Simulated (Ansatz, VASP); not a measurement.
**Ir in VASP and in Ansatz**

```
CELL_PARAMETERS angstrom
0.00000 1.90609 1.90609
1.90609 0.00000 1.90609
1.90609 1.90609 0.00000
ATOMIC_POSITIONS crystal
Ir 0.00000 0.00000 0.00000
```

Alike in both runs: task single point; functional LDA; k mesh 7 × 7 × 7; occupations fermi-dirac, width 0.1 eV; no spin polarisation.

|  | VASP | Ansatz |
| --- | --- | --- |
| version | VASP 6.6.1 | Ansatz 0.2.0 |
| potentials or method | VASP PAW LDA potentials, release 64 (Ir), cutoff 520 eV | plane waves (420 eV) with PAW, scalar-relativistic |
| valence electrons in the cell | 9 | 17 |

|  | VASP | Ansatz | Ansatz less VASP |
| --- | --- | --- | --- |
| pressure (GPa) | 1.1 | -1.5 | -2.60 |

Ansatz warns that its potentials were made for another functional, while VASP's fit it. LDA's correlation is that of Perdew and Zunger in VASP and of Perdew and Wang (1992) in Ansatz. VASP's potentials hold 9 valence electrons a cell and Ansatz's 17, so a difference there can come from the potentials and not from the codes.

The k mesh is coarse, so the values compare programs but aren't converged. Spin-orbit coupling is off throughout.
